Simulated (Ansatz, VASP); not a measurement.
# Te in VASP and in Ansatz

Contents of INCAR:

```
SYSTEM = Te
PREC = Accurate ; ENCUT = 520
EDIFF = 1E-6 ; ISMEAR = -1
SIGMA = 0.02 ; LREAL = .False.
LASPH = .True. ; NELM = 100
ALGO = Normal ; ISIF = 2
LWAVE = .False. ; LCHARG = .False.
GGA = PE ; NBANDS = 16
```

The input KPOINTS:

```
Automatic mesh
0
Gamma
  6 6 4
  0 0 0
```

POSCAR

```
Te
1.0
    4.4712576995      0.0167672164      0.0000000000
   -2.2211080144      3.8638391464      0.0000000000
    0.0000000000      0.0000000000      5.9487470455
Te
3
Direct
    0.2634853628     -0.0011800536      0.3331192251
   -0.0005941957      0.2646506465      0.6667630767
    0.7371088329      0.7365294071      0.0001176982
```

Input for Ansatz:

```yaml
crystal:
  lattice:
    - [4.4712576995, 0.0167672164, 0.0]
    - [-2.2211080144, 3.8638391464, 0.0]
    - [0.0, 0.0, 5.9487470455]
  atoms:
    - { symbol: Te, position: [0.2634853628, -0.0011800536, 0.3331192251] }
    - { symbol: Te, position: [-0.0005941957, 0.2646506465, 0.6667630767] }
    - { symbol: Te, position: [0.7371088329, 0.7365294071, 0.0001176982] }
kpoints:
  mp_grid: { grid: [6, 6, 4] }
  band_path:
    path:
      - [0.0, 0.0, 0.0]
      - [0.5, 0.0, 0.0]
      - [0.3333333333, 0.3333333333, 0.0]
      - [0.0, 0.0, 0.5]
      - [0.5, 0.0, 0.5]
      - [0.3333333333, 0.3333333333, 0.5]
      - [0.333333, 0.333333, 0.470052]
    npoints: 1
hamiltonian:
  xc: pbe
scf:
  occupations: { method: fermi_dirac, width: 0.02 }
  n_extra_bands: 4
output:
  forces: true
  stress: true
  eigenvalues: true
```

Change from the starting cell: shear_xy strain +0.8%.

Alike in both runs: task single point; functional PBE; k mesh 6 × 6 × 4; occupations fermi-dirac, width 0.02 eV; no spin polarisation.

|  | VASP | Ansatz |
| --- | --- | --- |
| version | VASP 6.6.1 | Ansatz 0.2.0 |
| potentials or method | VASP PAW PBE potentials, release 64 (Te) | plane waves, PAW |
| plane-wave cutoff (eV) | 520 | 420 |
| valence electrons in the cell | 18 | 48 |

```tsv
	VASP	Ansatz	Ansatz less VASP
pressure (GPa)	1.4	1.4	-0.02
traceless stress, the component that is largest in VASP (GPa)	0.18	0.16	-0.019
rms of the force components (eV/Å)	0.135	0.127	-0.0075
```

Atom by atom the forces differ by 0.007 eV/Å (rms over components). VASP's potentials hold 18 valence electrons a cell and Ansatz's 48, so a difference there can come from the potentials and not from the codes.

Neither program's run includes spin-orbit coupling.
